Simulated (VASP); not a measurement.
Write the native input for VASP 6.6.1 that does the following.

```yaml
Task: single point
Functional: PBEsol
Potentials_or_basis: VASP PAW PBE potentials, release 64 (Co, O)
Cutoff: 520 eV
k_mesh: 18 × 18 × 18
Occupations: gaussian, width 0.1 eV
Spin: collinear spin, ferromagnetic start
Starting_moments: "[2.78, 0.39] μB"
Fixed_moment: 3 μB
Dipole_correction: no
Further_INCAR_settings: ALGO = Fast; EDIFF = 1e-06; NBANDS = 18
```

The structure of CoO lies in POSCAR:

```
CoO
1.0
    1.5054695445      0.8691832468      2.4399269062
   -1.5054695445      0.8691832468      2.4399269062
    0.0000000000     -1.7383664936      2.4399269062
Co O
1 1
Direct
    0.0000000000      0.0000000000      0.0000000000
    0.5000000000      0.5000000000      0.5000000000
```

These files were run (other wordings do the same):

INCAR

```
PREC     = Accurate       # precision mode
ENCUT    = 520            # plane-wave cutoff, eV
EDIFF    = 1E-6           # SCF threshold, eV
ISMEAR   = 0              # smearing method
SIGMA    = 0.1            # smearing width, eV
LREAL    = False          # projectors in reciprocal space
LASPH    = True           # aspherical terms in the spheres
NELM     = 150            # most SCF steps
ALGO     = Fast           # electronic algorithm
ISIF     = 2              # what is computed and relaxed
LWAVE    = False          # write WAVECAR
LCHARG   = False          # write CHGCAR
ISPIN    = 2              # spin polarisation
MAGMOM   = 2.78 0.39      # initial moments
LORBIT   = 11             # projections on sites
NUPDOWN  = 3.0            # fixed moment
LMAXMIX  = 4              # l up to which the mixer works
GGA      = PS             # functional
NBANDS   = 18             # bands
```

KPOINTS

```
regular mesh
0
Gamma
  18 18 18
```

Potentials or basis: VASP PAW PBE potentials, release 64 (Co, O).

Run with:

```console
$ cat potpaw_PBE.64/Co/POTCAR potpaw_PBE.64/O/POTCAR > POTCAR
$ mpirun -np 1 vasp_std > vasp.out
```

It gave:

- Pressure: -8.9 GPa
- Net moment: 3.00 μB per cell
- Site moments: Co +2.61; O +0.34 μB
- Valence electrons inside the program's atomic spheres: Co 7.81; O 4.96

Caveat: the cell stands under tension; the PAW data sets were made with another functional, which shifts forces and pressure a little; the total moment is fixed, so each spin has its own Fermi level and the state may be an excited one; a cell with one magnetic atom can't hold antiferromagnetic order, which such compounds often take.

Wall time 10 min on 1 thread of Oxide Virtual Turin-like Processor, on a shared host, peak memory 0.37 GiB.
